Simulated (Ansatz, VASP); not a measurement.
# Two plane-wave programs on BeTe

```
Be Te
1.0
     0.00000    2.82862    2.82862
     2.82862    0.00000    2.82862
     2.82862    2.82862    0.00000
Be Te
1 1
Direct
  0.00000 0.00000 0.00000
  0.25000 0.25000 0.25000
```

Alike in both runs: task single point; functional PBE; k mesh 6 × 6 × 6; occupations methfessel-paxton of order 1, width 0.2 eV; no spin polarisation.

|  | VASP | Ansatz |
| --- | --- | --- |
| version | VASP 6.6.1 | Ansatz 0.2.0 |
| potentials or method | VASP PAW PBE potentials, release 64 (Be, Te) | plane waves |
| plane-wave cutoff (eV) | 600 | 420 |
| valence electrons in the cell | 8 | 18 |

VASP gave:

| Item | Value |
| --- | --- |
| pressure (GPa) | 0.4 |

Question: Which values does Ansatz return?

Answer: Pressure (GPa): 0.2.

VASP's potentials hold 8 valence electrons a cell and Ansatz's 18, so a difference there can come from the potentials and not from the codes.

Spin-orbit coupling is off throughout.
